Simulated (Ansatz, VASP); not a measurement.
**Mn in VASP and in Ansatz**

File INCAR:

```
SYSTEM = Mn
ALGO = Normal
EDIFF = 1E-7
EDIFFG = -0.04
ENCUT = 500
GGA = PS
GGA_COMPAT = .FALSE.
IBRION = 2
ISIF = 3
ISMEAR = 0
LASPH = .TRUE.
LCHARG = .FALSE.
LREAL = .FALSE.
LWAVE = .FALSE.
NELM = 120
NELMIN = 4
NSW = 90
PREC = Accurate
SIGMA = 0.1
```

The input KPOINTS:

```
k-points
0
G
  9 9 4
  0 0 0
```

POSCAR

```
Mn
1.0
    2.4836457705      0.0000000000      0.0000000000
   -1.2418228852      2.1509003313      0.0000000000
    0.0000000000      0.0000000000      4.0261950000
Mn
2
Direct
    0.6666666700      0.3333333300      0.7500000000
    0.3333333300      0.6666666700      0.2500000000
```

Input for Ansatz:

```yaml
crystal:
  lattice:
    - [2.4836457705, 0.0, 0.0]
    - [-1.2418228852, 2.1509003313, 0.0]
    - [0.0, 0.0, 4.026195]
  atoms:
    - { symbol: Mn, position: [0.66666667, 0.33333333, 0.75] }
    - { symbol: Mn, position: [0.33333333, 0.66666667, 0.25] }
basis:
  ecutwfc: 420
kpoints:
  mp_grid: { grid: [9, 9, 4] }
hamiltonian:
  xc: pbesol
scf:
  occupations: { method: gaussian, width: 0.1 }
  lower_state_search: "off"
output:
  forces: true
  stress: true
  eigenvalues: true
relax:
  adjacent_minimum: "off"
  f_tol: 0.04
  max_steps: 70
  cell: { stress_tol: 0.4 }
```

Alike in both runs: task relaxation of cell and atoms; functional PBEsol; k mesh 9 × 9 × 4; occupations gaussian, width 0.1 eV; no spin polarisation.

|  | VASP | Ansatz |
| --- | --- | --- |
| version | VASP 6.6.1 | Ansatz 0.2.0 |
| potentials or method | VASP PAW PBE potentials, release 64 (Mn_pv), cutoff 500 eV | scalar-relativistic, plane waves, PAW |
| valence electrons in the cell | 26 | 30 |

Ansatz gave:

```
gap on the k mesh at the Fermi level, each at its own relaxed structure (eV) : none
relaxed volume (Å³/atom)                                                     : 10.32
relaxed cell length with the largest relative difference (Å)                 : 3.969
```

Task: Estimate VASP's values.

Result: gap on the k mesh at the Fermi level, each at its own relaxed structure (eV): none; relaxed volume (Å³/atom): 10.34; relaxed cell length with the largest relative difference (Å): 3.972.

VASP's potentials were made for PBE, not for PBEsol. A gap of «none» marks a metal or a gap that the smearing closes. VASP's potentials hold 26 valence electrons a cell and Ansatz's 30, so a difference there can come from the potentials and not from the codes.

The k mesh is coarse, so the values compare programs but aren't converged.
